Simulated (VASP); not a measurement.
# Si (Fd-3m) in VASP: single point with r2SCAN

Aim: the single point of Si with r2SCAN.

Program: VASP 6.6.1. These are calculated values, not measurements. Logs are shortened: lines on timing, memory, paths and dates and some standing lists are left out, and cuts for length are marked.

## (1) The cell of the first run

It takes space group Fd-3m (No. 227, cubic). The conventional cell has a = 5.433 Å, b = 5.433 Å, c = 5.433 Å, α = 90.00°, β = 90.00°, γ = 90.00°. Within 3.1 Å of Si (site symmetry -43m) lie 4 Si at 2.35 Å.

## (2) Single point, r2SCAN

Input file POSCAR:

```
Si
1.0
    0.0000000000      2.7163950000      2.7163950000
    2.7163950000      0.0000000000      2.7163950000
    2.7163950000      2.7163950000      0.0000000000
Si
2
Direct
    0.0000000000      0.0000000000      0.0000000000
    0.2500000000      0.2500000000      0.2500000000
```

Input file INCAR.step1:

```
SYSTEM = Si
  PREC = Accurate
  ENCUT = 520
  ISMEAR = -1
  SIGMA = 0.05
  LREAL = .False.
  LASPH = .True.
  NELM = 60
  NBANDS = 11
  GGA = PE
  ALGO = Normal
  EDIFF = 1E-4
  LWAVE = .True.
  LCHARG = .False.
```

Input file INCAR.step2:

```
SYSTEM = Si
  PREC = Accurate
  ENCUT = 520
  EDIFF = 1E-6
  ISMEAR = -1
  SIGMA = 0.05
  LREAL = .False.
  LASPH = .True.
  NELM = 60
  ALGO = Normal
  ISIF = 2
  LWAVE = .False.
  LCHARG = .True.
  METAGGA = R2SCAN
  LMIXTAU = .True.
  LELF = .True.
  LVHAR = .True.
  NBANDS = 11
  ISTART = 1
```

Input file KPOINTS:

```
regular mesh
0
Gamma
  8 8 8
  0 0 0
```

Potentials or basis: VASP PAW PBE potentials, release 64 (Si).

The run is started by

```
> cat potpaw_PBE.64/Si/POTCAR > POTCAR
> cp INCAR.step1 INCAR
> mpirun -np 1 vasp_std > vasp.out
> cp INCAR.step2 INCAR
> mpirun -np 1 vasp_std > vasp.out
```

OUTCAR:

```text
SYSTEM = Si
   PREC = Accurate
   ENCUT = 520
   EDIFF = 1E-6
   ISMEAR = -1
   LREAL = .False.
   LASPH = .True.
   NELM = 60
   ISIF = 2
   METAGGA = R2SCAN
   ISTART = 1

 ion  position               nearest neighbor table
   1  0.000  0.000  0.000-   2 2.35   2 2.35   2 2.35   2 2.35
   2  0.250  0.250  0.250-   1 2.35   1 2.35   1 2.35   1 2.35

  LATTYP: Found a face centered cubic cell.
 ALAT       =     5.4327900000

  Lattice vectors:

 A1 = (   0.0000000000,   2.7163950000,   2.7163950000)
 A2 = (   2.7163950000,   0.0000000000,   2.7163950000)
 A3 = (   2.7163950000,   2.7163950000,   0.0000000000)

Analysis of symmetry for initial positions (statically):
=====================================================================
 Subroutine PRICEL returns:
 Original cell was already a primitive cell.

 Routine SETGRP: Setting up the symmetry group for a
 face centered cubic supercell.

 Subroutine GETGRP returns: Found 48 space group operations
 (whereof 24 operations were pure point group operations)
 out of a pool of 48 trial point group operations.

The static configuration has the point symmetry T_d .
 The point group associated with its full space group is O_h .

Analysis of symmetry for dynamics (positions and initial velocities):
=====================================================================
 Subroutine PRICEL returns:
 Original cell was already a primitive cell.

 Routine SETGRP: Setting up the symmetry group for a
 face centered cubic supercell.

 Subroutine GETGRP returns: Found 48 space group operations
 (whereof 24 operations were pure point group operations)
 out of a pool of 48 trial point group operations.

The dynamic configuration has the point symmetry T_d .
 The point group associated with its full space group is O_h .

 Subroutine INISYM returns: Found 48 space group operations
 (whereof 24 operations are pure point group operations),
 and found     1 'primitive' translations

----------------------------------------------------------------------------------------

                                     Primitive cell

  volume of cell :      40.0875

  direct lattice vectors                    reciprocal lattice vectors
     0.000000000  2.716395000  2.716395000    -0.184067487  0.184067487  0.184067487
     2.716395000  0.000000000  2.716395000     0.184067487 -0.184067487  0.184067487
     2.716395000  2.716395000  0.000000000     0.184067487  0.184067487 -0.184067487

[... 90 lines left out ...]
   ISYM   =      2    0-nonsym 1-usesym 2-fastsym
   POTIM  = 0.5000    time-step for ionic-motion
   TEBEG  =    0.0;   TEEND  =   0.0 temperature during run
   PSTRESS=    0.0 pullay stress
   NELECT =       8.0000    total number of electrons
   NUPDOWN=      -1.0000    fix difference up-down
   EMIN   =  10.00;   EMAX   =-10.00  energy-range for DOS
   EFERMI =   0.00;   METHOD = LEGACY
   ISMEAR =    -1;   SIGMA  =   0.05  broadening in eV -4-tet -1-fermi 0-gaus
   EFERMI_NEDOS =   21; number of points for ismear=-14 and -15
   IALGO  =     38    algorithm
   IMIX   =      4    mixing-type and parameters
     AMIX     =   0.40;   BMIX     =  1.00
     AMIX_MAG =   1.60;   BMIX_MAG =  1.00
  volume/ion in A,a.u.               =      20.04       135.26
  Fermi-wavevector in a.u.,A,eV,Ry     =   0.956684  1.807871 12.452658  0.915245
  Thomas-Fermi vector in A             =   2.085634
   LORBIT       =      0    0 simple, 1 ext, 2 COOP (PROOUT), +10 PAW based schemes
   METAGGA = R2SCAN    functional components
   LHFCALC =     F    Hartree Fock is set to
   AEXX    =    0.0000 exact exchange contribution
   IVDW    =     0    specifies the selected vdW correction
   LEPSILON=     F    determine dielectric tensor
   LRPA    =     F    only Hartree local field effects (RPA)
 non-spin polarized calculation
  energy-cutoff  :      520.00
  volume of cell :       40.09
 maximum number of plane-waves:      1106
 NGX is ok and might be reduce to    30
   NGX = 15   NGY = 15   NGZ = 15

 number of electron       8.0000000 magnetization

 Free energy of the ion-electron system (eV)
  ---------------------------------------------------
  ext. energy  EPLUGINS =         0.00000000
  ---------------------------------------------------
  free energy    TOTEN  =       -17.54701973 eV

  energy without entropy =      -17.54701497  energy(sigma->0) =      -17.54701735

 E-fermi :   6.1153     XC(G=0):  -9.8497

 val. band max:        5.7272544185   @ k =   0.0000   0.0000   0.0000
 cond. band min:       6.5431884640   @ k =   0.3750   0.3750   0.0000
 fundamental gap:      0.8159340455
 Fermi energy:         6.1153333612

 k-point     1 :       0.0000    0.0000    0.0000
  band No.  band energies     occupation
      1      -6.7907      2.00000
      2       5.7273      1.99915
      3       5.7273      1.99915
      4       5.7273      1.99915
      5       8.4850      0.00000
      6       8.4850      0.00000
      7       8.4850      0.00000
      8       9.7026      0.00000
      9      13.8527      0.00000
     10      13.8527      0.00000
     11      14.4248      0.00000
[... 309 lines left out ...]
 k-point    24 :      -0.3750    0.2500    0.1250
  band No.  band energies     occupation
      1      -3.7728      2.00000
      2      -1.3425      2.00000
      3       2.1418      2.00000
      4       3.4597      2.00000
      5       9.1186      0.00000
      6       9.1353      0.00000
      7      12.0654      0.00000
      8      13.3351      0.00000
      9      13.6646      0.00000
     10      16.9814      0.00000
     11      18.2024      0.00000

 [... further k-points ...]

------------------------ aborting loop because EDIFF is reached ----------------------------------------

  FORCE on cell =-STRESS in cart. coord.  units (eV):
  Direction    XX          YY          ZZ          XY          YZ          ZX
  --------------------------------------------------------------------------------------
  -------------------------------------------------------------------------------------
  Total        0.0970301      0.0970301      0.0970301      0.0000000      0.0000000      0.0000000
  in kB        3.8780041      3.8780041      3.8780041      0.0000000      0.0000000      0.0000000
  external PRESSURE =       3.8780041 kB  Pullay stress =       0.0000000 kB

 VOLUME and BASIS-vectors are now :
 -----------------------------------------------------------------------------
  energy-cutoff  :      520.00
  volume of cell :       40.09
      direct lattice vectors                 reciprocal lattice vectors
     0.000000000  2.716395000  2.716395000    -0.184067487  0.184067487  0.184067487
     2.716395000  0.000000000  2.716395000     0.184067487 -0.184067487  0.184067487
     2.716395000  2.716395000  0.000000000     0.184067487  0.184067487 -0.184067487

 POSITION                                       TOTAL-FORCE (eV/Angst)
 -----------------------------------------------------------------------------------
      0.00000      0.00000      0.00000         0.000000      0.000000      0.000000
      1.35820      1.35820      1.35820        -0.000000     -0.000000     -0.000000
 -----------------------------------------------------------------------------------
    total drift:                               -0.000000     -0.000000     -0.000000

  FREE ENERGIE OF THE ION-ELECTRON SYSTEM (eV)
  ---------------------------------------------------
  free  energy   TOTEN  =       -17.5470197303 eV

  energy  without entropy=      -17.5470149707  energy(sigma->0) =      -17.54701735
```

Wall time 41 s (1 thread of Intel Xeon Platinum 8488C (Sapphire Rapids), shared host); peak memory 0.16 GiB.

What came out:

```yaml
Free_energy: -17.5470 eV
Pressure: 0.4 GPa
Band_gap_on_the_k_mesh: 0.82 eV, indirect (least direct gap 2.76 eV)
```

Levels at points of the mesh, in eV from the valence-band top:
| k point | band 1 | band 2 | band 3 | band 4 | band 5 | band 6 | band 7 | band 8 | band 9 |
| --- | --- | --- | --- | --- | --- | --- | --- | --- | --- |
| (0.00, 0.00, 0.00) | -12.52 | 0.00 | 0.00 | 0.00 | 2.76 | 2.76 | 2.76 | 3.98 | 8.13 |
| (0.50, 0.00, 0.00) | -10.07 | -7.26 | -1.27 | -1.27 | 1.88 | 3.59 | 3.59 | 8.34 | 11.16 |
| (0.50, 0.50, 0.00) | -8.15 | -8.15 | -3.01 | -3.01 | 0.92 | 0.92 | 10.87 | 10.87 | 11.62 |

Caveat: the PAW data sets were made with another functional, which shifts forces and pressure a little. A k mesh can miss the band edges.
